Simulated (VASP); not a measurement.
# K (Im-3m) in VASP: further runs

The runs below take K through single point, with LDA.

Everything below comes from runs of VASP 6.6.1. Logs are shortened: lines on timing, memory, paths and dates and some standing lists are left out, and cuts for length are marked.

### Step 1. The cell of the first run

It takes space group Im-3m (No. 229, cubic). The conventional cell has a = 5.048 Å, b = 5.048 Å, c = 5.048 Å, α = 90.00°, β = 90.00°, γ = 90.00°. K (site symmetry m-3m) has 14 K at 4.37 to 5.05 Å within 5.7 Å.

### Step 2. Single point, LDA

The input, INCAR:

```
PREC = Accurate
ENCUT = 520
EDIFF = 1E-7
ISMEAR = -1
SIGMA = 0.1
LREAL = F
LASPH = T
NELM = 60
ALGO = Normal
ISIF = 2
LWAVE = F
LCHARG = F
GGA = CA
NBANDS = 10
```

The input, KPOINTS:

```
Automatic mesh
0
Gamma
  2 2 2
```

The input, POSCAR:

```
K
1.0
   -2.5241928768      2.5241928768      2.5241928768
    2.5241928768     -2.5241928768      2.5241928768
    2.5241928768      2.5241928768     -2.5241928768
K
1
Direct
    0.0000000000      0.0000000000      0.0000000000
```

Potentials or basis: VASP PAW LDA potentials, release 64 (K_sv).

On the command line:

```console
> cat potpaw_LDA.64/K_sv/POTCAR > POTCAR
> mpirun -np 1 vasp_std > vasp.out
```

OUTCAR:

```text
PREC = Accurate
   ENCUT = 520
   EDIFF = 1E-7
   ISMEAR = -1
   LREAL = F
   LASPH = T
   NELM = 60
   ISIF = 2
   GGA = CA

 ion  position               nearest neighbor table
   1  0.000  0.000  0.000-

  LATTYP: Found a body centered cubic cell.
 ALAT       =     5.0483857536

  Lattice vectors:

 A1 = (  -2.5241928768,   2.5241928768,   2.5241928768)
 A2 = (   2.5241928768,  -2.5241928768,   2.5241928768)
 A3 = (   2.5241928768,   2.5241928768,  -2.5241928768)

Analysis of symmetry for initial positions (statically):
=====================================================================
 Subroutine PRICEL returns:
 Original cell was already a primitive cell.

 Routine SETGRP: Setting up the symmetry group for a
 body centered cubic supercell.

 Subroutine GETGRP returns: Found 48 space group operations
 (whereof 48 operations were pure point group operations)
 out of a pool of 48 trial point group operations.

The static configuration has the point symmetry O_h .

Analysis of symmetry for dynamics (positions and initial velocities):
=====================================================================
 Subroutine PRICEL returns:
 Original cell was already a primitive cell.

 Routine SETGRP: Setting up the symmetry group for a
 body centered cubic supercell.

 Subroutine GETGRP returns: Found 48 space group operations
 (whereof 48 operations were pure point group operations)
 out of a pool of 48 trial point group operations.

The dynamic configuration has the point symmetry O_h .

 Subroutine INISYM returns: Found 48 space group operations
 (whereof 48 operations are pure point group operations),
 and found     1 'primitive' translations

----------------------------------------------------------------------------------------

                                     Primitive cell

  volume of cell :      64.3321

  direct lattice vectors                    reciprocal lattice vectors
    -2.524192877  2.524192877  2.524192877     0.000000000  0.198083120  0.198083120
     2.524192877 -2.524192877  2.524192877     0.198083120  0.000000000  0.198083120
     2.524192877  2.524192877 -2.524192877     0.198083120  0.198083120  0.000000000

  length of vectors
     4.372030311  4.372030311  4.372030311     0.280131834  0.280131834  0.280131834
[... 57 lines left out ...]
   EDIFF  = 0.1E-06   stopping-criterion for ELM
   LREAL  =      F    real-space projection
   EDIFFG = 0.1E-05   stopping-criterion for IOM
   NSW    =      0    number of steps for IOM
   IBRION =     -1    ionic relax: 0-MD 1-quasi-New 2-CG
   NFREE  =      0    steps in history (QN), initial steepest desc. (CG)
   ISIF   =      2    stress and relaxation
   ISYM   =      2    0-nonsym 1-usesym 2-fastsym
   POTIM  = 0.5000    time-step for ionic-motion
   TEBEG  =    0.0;   TEEND  =   0.0 temperature during run
   PSTRESS=    0.0 pullay stress
   NELECT =       9.0000    total number of electrons
   NUPDOWN=      -1.0000    fix difference up-down
   EMIN   =  10.00;   EMAX   =-10.00  energy-range for DOS
   EFERMI =   0.00;   METHOD = LEGACY
   ISMEAR =    -1;   SIGMA  =   0.10  broadening in eV -4-tet -1-fermi 0-gaus
   EFERMI_NEDOS =   21; number of points for ismear=-14 and -15
   IALGO  =     38    algorithm
   IMIX   =      4    mixing-type and parameters
     AMIX     =   0.40;   BMIX     =  1.00
     AMIX_MAG =   1.60;   BMIX_MAG =  1.00
  volume/ion in A,a.u.               =      64.33       434.13
  Fermi-wavevector in a.u.,A,eV,Ry     =   0.849858  1.605999  9.826930  0.722259
  Thomas-Fermi vector in A             =   1.965745
   LORBIT       =      0    0 simple, 1 ext, 2 COOP (PROOUT), +10 PAW based schemes
   GGA     = CA    functional components
   LHFCALC =     F    Hartree Fock is set to
   AEXX    =    0.0000 exact exchange contribution
   IVDW    =     0    specifies the selected vdW correction
   LEPSILON=     F    determine dielectric tensor
   LRPA    =     F    only Hartree local field effects (RPA)
 non-spin polarized calculation
  energy-cutoff  :      520.00
  volume of cell :       64.33
 maximum number of plane-waves:      1745
 NGX is ok and might be reduce to    36
   NGX = 17   NGY = 17   NGZ = 17

 number of electron       9.0000001 magnetization

 Free energy of the ion-electron system (eV)
  ---------------------------------------------------
  ext. energy  EPLUGINS =         0.00000000
  ---------------------------------------------------
  free energy    TOTEN  =        -0.68607621 eV

  energy without entropy =       -0.57159761  energy(sigma->0) =       -0.62883691

 E-fermi :   0.4111     XC(G=0):  -6.1880

 val. band max:       -2.3377395402   @ k =   0.0000   0.0000   0.0000
 cond. band min:       0.4163736117   @ k =   0.5000   0.0000   0.0000
 fundamental gap:      2.7541131519
 Fermi energy:         0.4110791017

 k-point     1 :       0.0000    0.0000    0.0000
  band No.  band energies     occupation
      1     -31.6410      2.00000
      2     -15.3121      2.00000
      3     -15.3121      2.00000
      4     -15.3121      2.00000
      5      -2.3377      2.00000
      6       4.3169      0.00000
      7       4.3169      0.00000
      8       4.3169      0.00000
      9       5.3668      0.00000
     10       5.3668      0.00000
[... 14 lines left out ...]
 k-point     3 :       0.5000    0.5000    0.5000
  band No.  band energies     occupation
      1     -31.6261      2.00000
      2     -15.3932      2.00000
      3     -15.3932      2.00000
      4     -15.3932      2.00000
      5       1.6332      0.00001
      6       1.6332      0.00001
      7       3.8472      0.00000
      8       3.8472      0.00000
      9       3.8472      0.00000
     10       6.1996      0.00000

------------------------ aborting loop because EDIFF is reached ----------------------------------------

  FORCE on cell =-STRESS in cart. coord.  units (eV):
  Direction    XX          YY          ZZ          XY          YZ          ZX
  --------------------------------------------------------------------------------------
  -------------------------------------------------------------------------------------
  Total       -0.0353093     -0.0353093     -0.0353093      0.0000000      0.0000000      0.0000000
  in kB       -0.8793709     -0.8793709     -0.8793709      0.0000000      0.0000000      0.0000000
  external PRESSURE =      -0.8793709 kB  Pullay stress =       0.0000000 kB

 VOLUME and BASIS-vectors are now :
 -----------------------------------------------------------------------------
  energy-cutoff  :      520.00
  volume of cell :       64.33
      direct lattice vectors                 reciprocal lattice vectors
    -2.524192877  2.524192877  2.524192877     0.000000000  0.198083120  0.198083120
     2.524192877 -2.524192877  2.524192877     0.198083120  0.000000000  0.198083120
     2.524192877  2.524192877 -2.524192877     0.198083120  0.198083120  0.000000000

 POSITION                                       TOTAL-FORCE (eV/Angst)
 -----------------------------------------------------------------------------------
      0.00000      0.00000      0.00000         0.000000     -0.000000     -0.000000
 -----------------------------------------------------------------------------------
    total drift:                               -0.000000     -0.000000      0.000000

  FREE ENERGIE OF THE ION-ELECTRON SYSTEM (eV)
  ---------------------------------------------------
  free  energy   TOTEN  =        -0.6860762076 eV

  energy  without entropy=       -0.5715976103  energy(sigma->0) =       -0.62883691
```

stdout:

```text
POSCAR found type information on POSCAR K
 POSCAR found :  1 types and       1 ions
 scaLAPACK will be used
 LDA part: xc-table for (Slater(with rela. corr.)+CA(PZ))
 , standard interpolation
 POSCAR, INCAR and KPOINTS ok, starting setup
 FFT: planning ... GRIDC
 FFT: planning ... GRID_SOFT
 FFT: planning ... GRID
 WAVECAR not read
 entering main loop
```

It took 9.4 s on 1 thread of AMD EPYC 7R13, shared host; peak memory 0.13 GiB.

What came out:

| Quantity | Value |
| --- | --- |
| Free energy | -0.6861 eV |
| Pressure | -0.1 GPa |

Caveat: the k points lie up to 0.88 Å⁻¹ apart.

### Step 3. Single point, LDA

The input, INCAR:

```
ALGO     = Normal         # electronic algorithm
EDIFF    = 1E-7           # SCF threshold, eV
ENCUT    = 520            # plane-wave cutoff, eV
ISIF     = 2              # what is computed and relaxed
ISMEAR   = -1             # smearing method
LASPH    = True           # aspherical terms in the spheres
LCHARG   = True           # write CHGCAR
LELF     = True           # ELF
LREAL    = False          # projectors in reciprocal space
LVHAR    = True         
LWAVE    = False          # write WAVECAR
NBANDS   = 10             # bands
NELM     = 60             # most SCF steps
PREC     = Accurate       # precision mode
SIGMA    = 0.1            # smearing width, eV
```

The input, KPOINTS:

```
k-points
0
Gamma
  3 3 3
```

POSCAR is that of step 2.

Potentials or basis: VASP PAW LDA potentials, release 64 (K_sv).

On the command line:

```console
> cat potpaw_LDA.64/K_sv/POTCAR > POTCAR
> mpirun -np 1 vasp_std > vasp.out
```

OUTCAR:

```text
EDIFF = 1E-7
   ENCUT = 520
   ISIF = 2
   ISMEAR = -1
   LASPH = True
   LREAL = False
   NELM = 60
   PREC = Accurate

 ion  position               nearest neighbor table
   1  0.000  0.000  0.000-

  LATTYP: Found a body centered cubic cell.
 ALAT       =     5.0483857536

  Lattice vectors:

 A1 = (  -2.5241928768,   2.5241928768,   2.5241928768)
 A2 = (   2.5241928768,  -2.5241928768,   2.5241928768)
 A3 = (   2.5241928768,   2.5241928768,  -2.5241928768)

Analysis of symmetry for initial positions (statically):
=====================================================================
 Subroutine PRICEL returns:
 Original cell was already a primitive cell.

 Routine SETGRP: Setting up the symmetry group for a
 body centered cubic supercell.

 Subroutine GETGRP returns: Found 48 space group operations
 (whereof 48 operations were pure point group operations)
 out of a pool of 48 trial point group operations.

The static configuration has the point symmetry O_h .

[... 140 lines left out ...]
 cond. band min:       0.3022017799   @ k =  -0.3333   0.3333   0.3333
 fundamental gap:      1.2256084261
 Fermi energy:         0.0625275170

 k-point     1 :       0.0000    0.0000    0.0000
  band No.  band energies     occupation
      1     -31.7530      2.00000
      2     -15.4197      2.00000
      3     -15.4197      2.00000
      4     -15.4197      2.00000
      5      -2.3686      2.00000
      6       4.2707      0.00000
      7       4.2707      0.00000
      8       4.2707      0.00000
      9       5.2994      0.00000
     10       5.2994      0.00000
[... 27 lines left out ...]
 k-point     4 :      -0.3333    0.3333    0.3333
  band No.  band energies     occupation
      1     -31.7416      2.00000
      2     -15.4936      2.00000
      3     -15.4786      2.00000
      4     -15.4786      2.00000
      5       0.3022      0.16684
      6       2.1636      0.00000
      7       3.5997      0.00000
      8       3.5997      0.00000
      9       4.2227      0.00000
     10       5.7885      0.00000

------------------------ aborting loop because EDIFF is reached ----------------------------------------

  FORCE on cell =-STRESS in cart. coord.  units (eV):
  Direction    XX          YY          ZZ          XY          YZ          ZX
  --------------------------------------------------------------------------------------
  -------------------------------------------------------------------------------------
  Total       -0.0687882     -0.0687882     -0.0687882     -0.0000000     -0.0000000     -0.0000000
  in kB       -1.7131550     -1.7131550     -1.7131550     -0.0000000     -0.0000000     -0.0000000
  external PRESSURE =      -1.7131550 kB  Pullay stress =       0.0000000 kB

 VOLUME and BASIS-vectors are now :
 -----------------------------------------------------------------------------
  energy-cutoff  :      520.00
  volume of cell :       64.33
      direct lattice vectors                 reciprocal lattice vectors
    -2.524192877  2.524192877  2.524192877     0.000000000  0.198083120  0.198083120
     2.524192877 -2.524192877  2.524192877     0.198083120  0.000000000  0.198083120
     2.524192877  2.524192877 -2.524192877     0.198083120  0.198083120  0.000000000

 POSITION                                       TOTAL-FORCE (eV/Angst)
 -----------------------------------------------------------------------------------
      0.00000      0.00000      0.00000         0.000000     -0.000000      0.000000
 -----------------------------------------------------------------------------------
    total drift:                               -0.000000     -0.000000      0.000000

  FREE ENERGIE OF THE ION-ELECTRON SYSTEM (eV)
  ---------------------------------------------------
  free  energy   TOTEN  =        -1.2746941332 eV

  energy  without entropy=       -1.2618765120  energy(sigma->0) =       -1.26828532
```

OSZICAR:

```text
N       E                     dE             d eps       ncg     rms          rms(c)
DAV:   1     0.519261004787E+02    0.51926E+02   -0.36806E+03    80   0.698E+02
DAV:   2     0.442089490984E+00   -0.51484E+02   -0.51059E+02    84   0.216E+02
DAV:   3    -0.123990418059E+01   -0.16820E+01   -0.16770E+01   128   0.282E+01
DAV:   4    -0.127571264561E+01   -0.35808E-01   -0.35790E-01   132   0.516E+00
DAV:   5    -0.127672860968E+01   -0.10160E-02   -0.10159E-02   116   0.331E-01    0.225E+00
DAV:   6    -0.127518470650E+01    0.15439E-02   -0.21969E-03   112   0.328E-01    0.143E+00
DAV:   7    -0.127467899687E+01    0.50571E-03   -0.33938E-03   106   0.364E-01    0.609E-02
DAV:   8    -0.127468793607E+01   -0.89392E-05   -0.39381E-04   116   0.174E-01    0.325E-02
DAV:   9    -0.127469353439E+01   -0.55983E-05   -0.17191E-05   114   0.376E-02    0.124E-02
DAV:  10    -0.127469409085E+01   -0.55646E-06   -0.76903E-06   114   0.204E-02    0.287E-03
DAV:  11    -0.127469413320E+01   -0.42344E-07   -0.42575E-08    90   0.198E-03
   1 F= -.12746941E+01 E0= -.12682853E+01  d E =-.128176E-01
```

stdout:

```text
POSCAR found type information on POSCAR K
 POSCAR found :  1 types and       1 ions
 scaLAPACK will be used
 LDA part: xc-table for (Slater(with rela. corr.)+CA(PZ))
 , standard interpolation
 POSCAR, INCAR and KPOINTS ok, starting setup
 FFT: planning ... GRIDC
 FFT: planning ... GRID_SOFT
 FFT: planning ... GRID
 WAVECAR not read
 entering main loop
```

Wall time 14 s (1 thread of AMD EPYC 7R13, shared host); peak memory 0.13 GiB.

What came out:

- Free energy: -1.2747 eV
- Pressure: -0.2 GPa

Caveat: the k points lie up to 0.59 Å⁻¹ apart.

### Step 4. Single point, LDA

The input, INCAR:

```
SYSTEM = K
  ALGO = Normal
  EDIFF = 1E-6
  ENCUT = 520
  GGA = CA
  ISIF = 2
  ISMEAR = -1
  LASPH = .True.
  LCHARG = .True.
  LELF = .True.
  LREAL = .False.
  LVHAR = .True.
  LWAVE = .False.
  NBANDS = 10
  NELM = 80
  PREC = Accurate
  SIGMA = 0.1
```

The input, KPOINTS:

```
k-points
0
Gamma
  4 4 4
  0 0 0
```

POSCAR is that of step 3.

On the command line:

```console
> cat potpaw_LDA.64/K_sv/POTCAR > POTCAR
> mpirun -np 1 vasp_std > vasp.out
```

Run time: 18 s. Hardware: 1 thread of AMD EPYC 7R13, shared host; peak memory 0.13 GiB.

It converged, with:

| Property | Result |
| --- | --- |
| Free energy | -1.1309 eV |
| Pressure | 0.1 GPa |

Levels at points of the mesh, in eV from the Fermi level:
```csv
k point,band 1,band 2,band 3,band 4,band 5,band 6,band 7,band 8,band 9
"(0.00, 0.00, 0.00)",-31.73,-15.39,-15.39,-15.39,-2.35,4.30,4.30,4.30,5.32
"(0.50, 0.00, 0.00)",-31.72,-15.51,-15.43,-15.39,0.41,0.83,3.13,5.03,5.85
"(0.50, 0.50, 0.50)",-31.71,-15.47,-15.47,-15.47,1.61,1.61,3.85,3.85,3.85
```

Caveat: the k points lie up to 0.44 Å⁻¹ apart.

### Step 5. Single point, LDA

The input, INCAR:

```
SYSTEM = K
ALGO = Normal ; EDIFF = 1E-6
ENCUT = 520 ; GGA = CA
ISIF = 2 ; ISMEAR = -1
LASPH = .TRUE. ; LCHARG = .FALSE.
LREAL = .FALSE. ; LWAVE = .FALSE.
NBANDS = 10 ; NELM = 100
PREC = Accurate ; SIGMA = 0.1
```

The input, KPOINTS:

```
k-points
0
G
  6 6 6
  0 0 0
```

POSCAR is that of step 4.

On the command line:

```console
> cat potpaw_LDA.64/K_sv/POTCAR > POTCAR
> mpirun -np 1 vasp_std > vasp.out
```

Run time: 27 s. Hardware: 1 thread of AMD EPYC 7R13, shared host; peak memory 0.14 GiB.

It converged, with:

| Item | Value |
| --- | --- |
| Free energy | -1.1678 eV |
| Pressure | 0.0 GPa |

Levels at points of the mesh, in eV from the Fermi level:
```tsv
k point	band 1	band 2	band 3	band 4	band 5	band 6	band 7	band 8
(0.00, 0.00, 0.00)	-31.75	-15.42	-15.42	-15.42	-2.37	4.27	4.27	4.27
(0.50, 0.00, 0.00)	-31.74	-15.53	-15.46	-15.42	0.38	0.80	3.10	5.00
(0.50, 0.50, 0.50)	-31.74	-15.50	-15.50	-15.50	1.58	1.58	3.82	3.82
```

### Step 6. Overview

```tsv
k mesh	gap on the mesh (eV)	pressure (GPa)
2 × 2 × 2	none	-0.1
3 × 3 × 3	none	-0.2
4 × 4 × 4	none	0.1
6 × 6 × 6	none	0.0
```

Alike in all rows: task single point; level LDA; potentials or basis VASP PAW LDA potentials, release 64 (K_sv); no spin polarisation; cell as given; cutoff (eV) 520; smearing fermi-dirac 0.1 eV.

Caveats: some runs use coarse meshes.

Total energies depend on the potentials used, so only differences within one code and one set of settings carry meaning.
